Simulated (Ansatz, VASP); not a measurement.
# One calculation of FeSi, two programs

INCAR

```
  PREC = Accurate
  ENCUT = 520
  EDIFF = 1E-6
  ISMEAR = 0
  SIGMA = 0.1
  LREAL = F
  LASPH = T
  NELM = 150
  ALGO = Normal
  ISIF = 2
  LWAVE = F
  LCHARG = T
  ISPIN = 2
  MAGMOM = 4 0
  LORBIT = 11
  LMAXMIX = 4
  GGA = PE
  LELF = T
  LVHAR = T
  NBANDS = 17
```

The input KPOINTS:

```
regular mesh
0
Gamma
  6 6 6
```

File POSCAR:

```
FeSi
1.0
    2.9403883500      0.0000000000      0.0000000000
   -1.4701941800      2.5464510100      0.0000000000
    0.0000000000      0.0000000000      2.8679036600
Fe Si
1 1
Direct
    0.6666666700      0.3333333300      0.5000000000
    0.0000000000      0.0000000000      0.0000000000
```

Input for Ansatz:

```yaml
crystal:
  lattice:
    - [2.94038835, 0.0, 0.0]
    - [-1.47019418, 2.54645101, 0.0]
    - [0.0, 0.0, 2.86790366]
  atoms:
    - { symbol: Fe, position: [0.66666667, 0.33333333, 0.5], spin: 4.0 }
    - { symbol: Si, position: [0.0, 0.0, 0.0] }
basis:
  ecutwfc: 420
kpoints:
  mp_grid: { grid: [6, 6, 6] }
hamiltonian:
  xc: pbe
scf:
  occupations: { method: gaussian, width: 0.1 }
  lower_state_search: "off"
output:
  forces: true
  stress: true
  eigenvalues: true
  populations: true
magnetization:
  spin_polarized: true
```

Change from the starting cell: species swapped into the WC type (P-6m2, No. 187).

Alike in both runs: task single point; functional PBE; k mesh 6 × 6 × 6; occupations gaussian, width 0.1 eV; collinear spin.

```csv
,VASP,Ansatz
version,VASP 6.6.1,Ansatz 0.2.0
potentials or method,"VASP PAW PBE potentials, release 64 (Fe, Si), cutoff 520 eV","scalar-relativistic, plane waves, PAW"
valence electrons in the cell,12,20
```

```tsv
	VASP	Ansatz	Ansatz less VASP
gap on the k mesh at the Fermi level (eV)	none	none	-
net moment per atom (μB)	0.23	0.23	0.000
size of the moment on the site where the two differ most (μB)	0.50	0.50	-0.007
```

Site moments also hang on the region over which each program counts them. A gap of «none» marks a metal or a gap that the smearing closes. VASP's potentials hold 12 valence electrons a cell and Ansatz's 20, so a difference there can come from the potentials and not from the codes.

The k mesh is coarse, so the values compare programs but aren't converged.
